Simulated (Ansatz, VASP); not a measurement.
# MgC: VASP beside Ansatz

File INCAR:

```
SYSTEM = MgC
  PREC = Accurate
  ENCUT = 520
  EDIFF = 1E-6
  ISMEAR = 0
  SIGMA = 0.1
  LREAL = .False.
  LASPH = .True.
  NELM = 100
  ALGO = Normal
  ISIF = 2
  LWAVE = .False.
  LCHARG = .True.
  GGA = PE
  LELF = .True.
  LVHAR = .True.
  NBANDS = 14
```

The input KPOINTS:

```
Automatic mesh
0
Gamma
  6 6 6
  0 0 0
```

POSCAR

```
MgC
1.0
    1.6999846769     -4.4854325427      0.0000000000
    1.6999846769      4.4854325427      0.0000000000
    0.0000000000      0.0000000000      3.3769965879
Mg C
2 2
Direct
    0.8540000000      0.1460000000      0.7500000000
    0.1460000000      0.8540000000      0.2500000000
    0.5500000000      0.4500000000      0.7500000000
    0.4500000000      0.5500000000      0.2500000000
```

Input for Ansatz:

```yaml
crystal:
  lattice:
    - [1.6999846769, -4.4854325427, 0.0]
    - [1.6999846769, 4.4854325427, 0.0]
    - [0.0, 0.0, 3.3769965879]
  atoms:
    - { symbol: Mg, position: [0.854, 0.146, 0.75] }
    - { symbol: Mg, position: [0.146, 0.854, 0.25] }
    - { symbol: C, position: [0.55, 0.45, 0.75] }
    - { symbol: C, position: [0.45, 0.55, 0.25] }
basis:
  ecutwfc: 420
kpoints:
  mp_grid: { grid: [6, 6, 6] }
hamiltonian:
  xc: pbe
scf:
  occupations: { method: gaussian, width: 0.1 }
  lower_state_search: "off"
output:
  forces: true
  stress: true
  eigenvalues: true
```

Alike in both runs: task single point; functional PBE; k mesh 6 × 6 × 6; occupations gaussian, width 0.1 eV; no spin polarisation.

|  | VASP | Ansatz |
| --- | --- | --- |
| version | VASP 6.6.1 | Ansatz 0.2.0 |
| potentials or method | VASP PAW PBE potentials, release 64 (Mg, C), cutoff 520 eV | scalar-relativistic, plane waves, PAW |
| valence electrons in the cell | 12 | 28 |

```csv
,VASP,Ansatz,Ansatz less VASP
gap on the k mesh at the Fermi level (eV),none,none,-
pressure (GPa),-15.0,-14.8,+0.26
"traceless stress, the component that is largest in VASP (GPa)",-12.22,-12.23,-0.014
rms of the force components (eV/Å),0.460,0.459,-0.0010
```

Atom by atom the forces differ by 0.001 eV/Å (rms over components). A gap of «none» marks a metal or a gap that the smearing closes. VASP's potentials hold 12 valence electrons a cell and Ansatz's 28, so a difference there can come from the potentials and not from the codes.
